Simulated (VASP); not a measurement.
A run of VASP 6.6.1:

The input INCAR:

```
PREC = Accurate
ENCUT = 520
EDIFF = 1E-7
ISMEAR = 0
SIGMA = 0.1
LREAL = F
LASPH = T
NELM = 100
ALGO = Normal
ISIF = 2
LWAVE = F
LCHARG = F
GGA = PE
NBANDS = 26
```

Contents of KPOINTS:

```
regular mesh
0
Gamma
  4 4 4
```

POSCAR

```
SiGeS3
1.0
    4.6795070827      0.0000000000      0.0000000000
    0.0000000000      4.6795070827      0.0000000000
    0.0000000000      0.0000000000      4.6795070827
Si Ge S
1 1 3
Direct
    0.0000000000      0.0000000000      0.0000000000
    0.5000000000      0.5000000000      0.5000000000
    0.0000000000      0.5000000000      0.5000000000
    0.5000000000      0.0000000000      0.5000000000
    0.5000000000      0.5000000000      0.0000000000
```

Potentials or basis: VASP PAW PBE potentials, release 64 (Si, Ge_d, S).

Run with:

```bash
$ cat potpaw_PBE.64/Si/POTCAR potpaw_PBE.64/Ge_d/POTCAR potpaw_PBE.64/S/POTCAR > POTCAR
$ mpirun -np 1 vasp_std > vasp.out
```

Hardware: 1 thread of Intel(R) Xeon(R) Platinum 8259CL CPU @ 2.50GHz (Skylake/Cascade Lake), on a shared host.

**Question.** Estimate the wall time of this run.

**Answer.** Run time: 40 s on 1 thread of Intel(R) Xeon(R) Platinum 8259CL CPU @ 2.50GHz (Skylake/Cascade Lake), on a shared host, peak memory 0.21 GiB. Counts: scf iterations 15, k points 10.
